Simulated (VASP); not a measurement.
# Ga7N5 (a cell with a defect) in VASP: relaxation of the atoms with PBE

Aim: the relaxation of the atoms of Ga7N5 (a cell with a defect) with PBE.

Program: VASP 6.6.1. These are calculated values, not measurements. Logs are shortened: lines on timing, memory, paths and dates and some standing lists are left out, and cuts for length are marked.

### 1 The cell of the first run

The cell holds a defect, 12 atoms: a = 5.243 Å, b = 5.574 Å, c = 5.574 Å, α = 120.00°, β = 90.00°, γ = 90.00°.

### 2 Relaxation of the atoms, PBE

Input file INCAR:

```
PREC = Accurate
ENCUT = 520
EDIFF = 1E-6
ISMEAR = 0
SIGMA = 0.01
LREAL = F
LASPH = T
NELM = 80
ALGO = Normal
ISIF = 2
LWAVE = F
LCHARG = F
GGA = PE
IBRION = 2
NSW = 65
EDIFFG = -0.025
```

Input file KPOINTS:

```
regular mesh
0
Gamma
  3 3 3
```

Input file POSCAR:

```
Ga7N5
1.0
    0.0000000000      0.0000000000      5.2431684262
    4.8275562260     -2.7871908866      0.0000000000
   -0.0000000001      5.5743817732      0.0000000000
Ga N
7 5
Direct
    0.4991348648      0.3333333333      0.3333333333
    0.4991348648      0.0000000000      0.6666666667
    0.4991348648      0.6666666667      1.0000000000
    0.9991348648      0.0000000000      0.3333333333
    0.9991348648      0.6666666667      0.6666666667
    0.9991348648      0.3333333333      1.0000000000
    0.8758651352      0.3333333333      0.3333333333
    0.8758651352      0.0000000000      0.6666666667
    0.8758651352      0.6666666667      1.0000000000
    0.3758651352      0.0000000000      0.3333333333
    0.3758651352      0.6666666667      0.6666666667
    0.3758651352      0.3333333333      1.0000000000
```

Potentials or basis: VASP PAW PBE potentials, release 64 (Ga_d, N).

Command:

```console
cat potpaw_PBE.64/Ga_d/POTCAR potpaw_PBE.64/N/POTCAR > POTCAR
mpirun -np 1 vasp_std > vasp.out
```

OUTCAR:

```text
PREC = Accurate
   ENCUT = 520
   EDIFF = 1E-6
   ISMEAR = 0
   LREAL = F
   LASPH = T
   NELM = 80
   ISIF = 2
   GGA = PE
   IBRION = 2
   NSW = 65
   EDIFFG = -0.025

 ion  position               nearest neighbor table
   1  0.499  0.333  0.333-  12 1.97  10 1.97  11 1.97   7 1.98
   2  0.499  0.000  0.667-  12 1.97  11 1.97  10 1.97   8 1.98
   3  0.499  0.667  0.000-  10 1.97  11 1.97  12 1.97   9 1.98
   4  0.999  0.000  0.333-   9 1.97   7 1.97   8 1.97  10 1.98
   5  0.999  0.667  0.667-   9 1.97   8 1.97   7 1.97  11 1.98
   6  0.999  0.333  0.000-   8 1.97   7 1.97   9 1.97  12 1.98
   7  0.876  0.333  0.333-   6 1.97   4 1.97   5 1.97   1 1.98
   8  0.876  0.000  0.667-   6 1.97   5 1.97   4 1.97   2 1.98
   9  0.876  0.667  0.000-   4 1.97   5 1.97   6 1.97   3 1.98
  10  0.376  0.000  0.333-   3 1.97   1 1.97   2 1.97   4 1.98
  11  0.376  0.667  0.667-   3 1.97   2 1.97   1 1.97   5 1.98
  12  0.376  0.333  0.000-   2 1.97   1 1.97   3 1.97   6 1.98

  LATTYP: Found a hexagonal cell.
 ALAT       =     5.5743817732
 C/A-ratio  =     0.9405829453

  Lattice vectors:

 A1 = (   4.8275562260,  -2.7871908866,   0.0000000000)
 A2 = (  -0.0000000001,   5.5743817732,   0.0000000000)
 A3 = (   0.0000000000,   0.0000000000,   5.2431684262)

Analysis of symmetry for initial positions (statically):
=====================================================================
 Subroutine PRICEL returns:
 Original cell was already a primitive cell.

 Routine SETGRP: Setting up the symmetry group for a
 hexagonal supercell.

 Subroutine GETGRP returns: Found  6 space group operations
 (whereof  2 operations were pure point group operations)
 out of a pool of 24 trial point group operations.

The static configuration has the point symmetry C_1h.
 The point group associated with its full space group is C_3v.

Analysis of symmetry for dynamics (positions and initial velocities):
=====================================================================
 Subroutine PRICEL returns:
 Original cell was already a primitive cell.

 Routine SETGRP: Setting up the symmetry group for a
 hexagonal supercell.

 Subroutine GETGRP returns: Found  6 space group operations
 (whereof  2 operations were pure point group operations)
 out of a pool of 24 trial point group operations.

The dynamic configuration has the point symmetry C_1h.
 The point group associated with its full space group is C_3v.

[... 100 lines left out ...]
   EDIFF  = 0.1E-05   stopping-criterion for ELM
   LREAL  =      F    real-space projection
   EDIFFG = -.3E-01   stopping-criterion for IOM
   NSW    =     65    number of steps for IOM
   IBRION =      2    ionic relax: 0-MD 1-quasi-New 2-CG
   NFREE  =      1    steps in history (QN), initial steepest desc. (CG)
   ISIF   =      2    stress and relaxation
   ISYM   =      2    0-nonsym 1-usesym 2-fastsym
   POTIM  = 0.5000    time-step for ionic-motion
   TEBEG  =    0.0;   TEEND  =   0.0 temperature during run
   PSTRESS=    0.0 pullay stress
   NELECT =     116.0000    total number of electrons
   NUPDOWN=      -1.0000    fix difference up-down
   EMIN   =  10.00;   EMAX   =-10.00  energy-range for DOS
   EFERMI =   0.00;   METHOD = LEGACY
   ISMEAR =     0;   SIGMA  =   0.01  broadening in eV -4-tet -1-fermi 0-gaus
   EFERMI_NEDOS =   21; number of points for ismear=-14 and -15
   IALGO  =     38    algorithm
   IMIX   =      4    mixing-type and parameters
     AMIX     =   0.40;   BMIX     =  1.00
     AMIX_MAG =   1.60;   BMIX_MAG =  1.00
  volume/ion in A,a.u.               =      11.76        79.35
  Fermi-wavevector in a.u.,A,eV,Ry     =   1.533633  2.898147 32.001328  2.352031
  Thomas-Fermi vector in A             =   2.640673
   LORBIT       =      0    0 simple, 1 ext, 2 COOP (PROOUT), +10 PAW based schemes
   GGA     = PE    functional components
   LHFCALC =     F    Hartree Fock is set to
   AEXX    =    0.0000 exact exchange contribution
   IVDW    =     0    specifies the selected vdW correction
   LEPSILON=     F    determine dielectric tensor
   LRPA    =     F    only Hartree local field effects (RPA)
 conjugate gradient relaxation of ions
 non-spin polarized calculation
 Gauss-broadening in eV      SIGMA  =   0.01
  energy-cutoff  :      520.00
  volume of cell :      141.10
 maximum number of plane-waves:      3817
 NGX is ok and might be reduce to    40
   NGX = 19   NGY = 21   NGZ = 21

--------------------------------------- Ionic step        1  -------------------------------------------

 number of electron     115.9999918 magnetization

 Free energy of the ion-electron system (eV)
  ---------------------------------------------------
  ext. energy  EPLUGINS =         0.00000000
  ---------------------------------------------------
  free energy    TOTEN  =       -56.76013431 eV

  energy without entropy =      -56.75784886  energy(sigma->0) =      -56.75899158

------------------------ aborting loop because EDIFF is reached ----------------------------------------

  FORCE on cell =-STRESS in cart. coord.  units (eV):
  Direction    XX          YY          ZZ          XY          YZ          ZX
  --------------------------------------------------------------------------------------
  -------------------------------------------------------------------------------------
  Total       27.4923061     27.4923061     30.6138463     -0.0000000      0.0000000      0.0000000
  in kB      312.1791506    312.1791506    347.6246953     -0.0000000      0.0000000      0.0000000
  external PRESSURE =     323.9943322 kB  Pullay stress =       0.0000000 kB
[... 119 lines left out ...]
  FREE ENERGIE OF THE ION-ELECTRON SYSTEM (eV)
  ---------------------------------------------------
  free  energy   TOTEN  =       -60.6650206491 eV

  energy  without entropy=      -60.6620300985  energy(sigma->0) =      -60.66352537

[... ionic steps 4 to 13 ...]

--------------------------------------- Ionic step       14  -------------------------------------------

 number of electron     115.9999944 magnetization

------------------------ aborting loop because EDIFF is reached ----------------------------------------
[... 87 lines left out ...]
--------------------------------------- Ionic step       16  -------------------------------------------

 number of electron     115.9999944 magnetization

 Free energy of the ion-electron system (eV)
  ---------------------------------------------------
  ext. energy  EPLUGINS =         0.00000000
  ---------------------------------------------------
  free energy    TOTEN  =       -61.10882322 eV

  energy without entropy =      -61.10682586  energy(sigma->0) =      -61.10782454

 E-fermi :   7.1834     XC(G=0): -11.8845

 val. band max:        7.1786572152   @ k =   0.3333   0.3333   0.0000
 cond. band min:       7.2175196099   @ k =   0.0000   0.3333   0.3333
 fundamental gap:      0.0388623947
 Fermi energy:         7.1834265727

 k-point     1 :       0.0000    0.0000    0.0000
  band No.  band energies     occupation
      1     -10.7337      2.00000
      2      -9.9019      2.00000
      3      -9.7649      2.00000
      4      -9.4502      2.00000
      5      -9.4502      2.00000
      6      -8.0614      2.00000
[... 532 lines left out ...]
  FREE ENERGIE OF THE ION-ELECTRON SYSTEM (eV)
  ---------------------------------------------------
  free  energy   TOTEN  =       -61.1088232159 eV

  energy  without entropy=      -61.1068258566  energy(sigma->0) =      -61.10782454

 reached required accuracy - stopping structural energy minimisation
```

CONTCAR:

```text
Ga7N5
   1.00000000000000
     0.0000000000000000    0.0000000000000000    5.2431684261999996
     4.8275562259999996   -2.7871908865999999    0.0000000000000000
    -0.0000000001000000    5.5743817731999998    0.0000000000000000
  Ga              N
     7     5
Direct
     0.4113080999051429    0.3333333332999970    0.3333333332999970
     0.5129398652367481    0.0000000000000000    0.6666666667000030
     0.5129398652367481    0.6666666667000030    0.0000000000000000
     0.0238493995505516    0.9478660002912287    0.3333333332999970
     0.0238493995505516    0.7188006664087743    0.7188006664087743
     0.0238493995505516    0.3333333332999970    0.9478660002912287
     0.8481328243134130    0.3333333332999970    0.3333333332999970
     0.8755295482147335    0.0000000000000000    0.6666666667000030
     0.8755295482147335    0.6666666667000030    0.0000000000000000
     0.3806906834089420    0.9714130152346050    0.3333333332999970
     0.3806906834089420    0.6952536514653980    0.6952536514653980
     0.3806906834089420    0.3333333332999970    0.9714130152346050

  0.00000000E+00  0.00000000E+00  0.00000000E+00
  0.00000000E+00  0.00000000E+00  0.00000000E+00
  0.00000000E+00  0.00000000E+00  0.00000000E+00
  0.00000000E+00  0.00000000E+00  0.00000000E+00
  0.00000000E+00  0.00000000E+00  0.00000000E+00
  0.00000000E+00  0.00000000E+00  0.00000000E+00
  0.00000000E+00  0.00000000E+00  0.00000000E+00
  0.00000000E+00  0.00000000E+00  0.00000000E+00
  0.00000000E+00  0.00000000E+00  0.00000000E+00
  0.00000000E+00  0.00000000E+00  0.00000000E+00
  0.00000000E+00  0.00000000E+00  0.00000000E+00
  0.00000000E+00  0.00000000E+00  0.00000000E+00
```

Run time: 20 min. Hardware: 1 thread of Intel Xeon 8259CL, shared host; peak memory 0.25 GiB.

What came out:

```
Free energy                  : -61.1088 eV
Energy gained by relaxing    : 362.4 meV/atom
Ionic steps                  : 16
Pressure after relaxing      : 24.0 GPa
Largest force after relaxing : 0.023 eV/Å
Band gap on the k mesh       : zero (bands 58 and 59 overlap by 0.28 eV)
```

Forces on the atoms (eV/Å):
```
Ga   0.000  0.000  0.014
Ga   0.000  0.000 -0.006
Ga   0.000  0.000 -0.006
Ga   0.012 -0.007  0.003
Ga  -0.012 -0.007  0.003
Ga   0.000  0.014  0.003
Ga   0.000  0.000  0.008
N    0.000  0.000  0.021
N    0.000  0.000  0.021
N    0.009 -0.005 -0.021
N   -0.009 -0.005 -0.021
N    0.000  0.010 -0.021
```

Stress tensor (GPa, compression positive):
```
21.69  0.00  0.00
 0.00 21.69  0.00
 0.00  0.00 28.75
```

The path:
| step | energy change (eV) | largest force (eV/Å) | pressure (GPa) |
| --- | --- | --- | --- |
| 1 | 0.0000 | 7.7827 | 32.40 |
| 2 | -3.8330 | 1.9467 | 24.87 |
| 3 | -3.9049 | 1.7401 | 25.13 |
| 4 | -3.9059 | 1.7675 | 25.07 |
| 5 | -4.2569 | 0.5614 | 24.29 |
| 6 | -4.2700 | 0.6369 | 24.30 |
| 7 | -4.3099 | 0.3093 | 24.57 |
| 8 | -4.3101 | 0.2828 | 24.54 |
| 9 | -4.3228 | 0.2665 | 24.46 |
| 10 | -4.3316 | 0.2907 | 24.33 |
| 11 | -4.3393 | 0.2018 | 24.25 |
| 12 | -4.3450 | 0.1648 | 24.12 |
| 13 | -4.3476 | 0.0594 | 24.13 |
| 14 | -4.3481 | 0.0488 | 24.11 |
| 15 | -4.3486 | 0.0259 | 24.06 |
| 16 | -4.3487 | 0.0228 | 24.04 |

Final structure:
```
Ga N
1.0
     0.00000    0.00000    5.24317
     4.82756   -2.78719    0.00000
     0.00000    5.57438    0.00000
Ga N
7 5
Direct
  0.41131 0.33333 0.33333
  0.51294 0.00000 0.66667
  0.51294 0.66667 0.00000
  0.02385 0.94787 0.33333
  0.02385 0.71880 0.71880
  0.02385 0.33333 0.94787
  0.84813 0.33333 0.33333
  0.87553 0.00000 0.66667
  0.87553 0.66667 0.00000
  0.38069 0.97141 0.33333
  0.38069 0.69525 0.69525
  0.38069 0.33333 0.97141
```

Caveat: the k points lie up to 0.43 Å⁻¹ apart.

The gap in the log of VASP goes by the Fermi energy; the results here count the filled bands.